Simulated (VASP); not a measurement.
A run of VASP 6.6.1 is set up as follows.

File POSCAR:

```
Ir
1.0
    0.0000000000      1.8908645795      1.8908645795
    1.8908645795      0.0000000000      1.8908645795
    1.8908645795      1.8908645795      0.0000000000
Ir
1
Direct
    0.0000000000      0.0000000000      0.0000000000
```

The input INCAR.step1:

```
SYSTEM = Ir
  ALGO = Normal
  EDIFF = 1E-5
  ENCUT = 620
  GGA = PE
  GGA_COMPAT = .FALSE.
  ISMEAR = 0
  LASPH = .TRUE.
  LCHARG = .FALSE.
  LREAL = .FALSE.
  LWAVE = .TRUE.
  NBANDS = 14
  NELM = 120
  PREC = Accurate
  SIGMA = 0.1
```

Contents of INCAR.step2:

```
SYSTEM = Ir
  ALGO = Normal
  EDIFF = 1E-6
  ENCUT = 620
  GGA_COMPAT = .FALSE.
  ISIF = 2
  ISMEAR = 0
  ISTART = 1
  LASPH = .TRUE.
  LCHARG = .TRUE.
  LELF = .TRUE.
  LMIXTAU = .TRUE.
  LREAL = .FALSE.
  LVHAR = .TRUE.
  LWAVE = .FALSE.
  METAGGA = R2SCAN
  NBANDS = 14
  NELM = 120
  PREC = Accurate
  SIGMA = 0.1
```

The input KPOINTS:

```
k-points
0
G
  8 8 8
  0 0 0
```

Potentials or basis: VASP PAW PBE potentials, release 64 (Ir_sv_GW).

The run is started by

```bash
$ cat potpaw_PBE.64/Ir_sv_GW/POTCAR > POTCAR
$ cp INCAR.step1 INCAR
$ mpirun -np 1 vasp_std > vasp.out
$ cp INCAR.step2 INCAR
$ mpirun -np 1 vasp_std > vasp.out
```

(1) Estimate the band gap on the k mesh.

(2) What does it give for the pressure?

Results:

(1) zero (an odd number of electrons rules out a gap without spin polarisation).

(2) 21.7 GPa.

Caveat: the cell stands under pressure; the PAW data sets were made with another functional, which shifts forces and pressure a little; spin-orbit coupling is left out, which moves the levels of the heavy elements.
